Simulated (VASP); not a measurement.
Input of a VASP 6.6.1 run:

The input POSCAR:

```
P
1.0
    0.0000000000      2.6748753259      2.6748753259
    2.6748753259      0.0000000000      2.6748753259
    2.6748753259      2.6748753259      0.0000000000
P
2
Direct
    0.1250000000      0.1250000000      0.1250000000
    0.8750000000      0.8750000000      0.8750000000
```

File INCAR.step1:

```
ALGO = Normal
EDIFF = 1E-4
ENCUT = 520
GGA = PE
ISMEAR = -1
LASPH = True
LCHARG = False
LREAL = False
LWAVE = True
NBANDS = 12
NELM = 60
PREC = Accurate
SIGMA = 0.1
```

File INCAR.step2:

```
ALGO = Normal
EDIFF = 1E-7
ENCUT = 520
ISIF = 2
ISMEAR = -1
ISTART = 1
LASPH = True
LCHARG = True
LELF = True
LMIXTAU = True
LREAL = False
LVHAR = True
LWAVE = False
METAGGA = R2SCAN
NBANDS = 12
NELM = 60
PREC = Accurate
SIGMA = 0.1
```

The input KPOINTS:

```
k-points
0
Gamma
  11 11 11
```

Potentials or basis: VASP PAW PBE potentials, release 64 (P).

Command:

```bash
$ cat potpaw_PBE.64/P/POTCAR > POTCAR
$ cp INCAR.step1 INCAR
$ mpirun -np 1 vasp_std > vasp.out
$ cp INCAR.step2 INCAR
$ mpirun -np 1 vasp_std > vasp.out
```

**Question.** Estimate the band gap on the k mesh.

**Answer.** Zero (bands 5 and 6 overlap by 2.03 eV).

**Question.** What does it give for the pressure?

**Answer.** 1.9 GPa.

Caveat: the PAW data sets were made with another functional, which shifts forces and pressure a little.
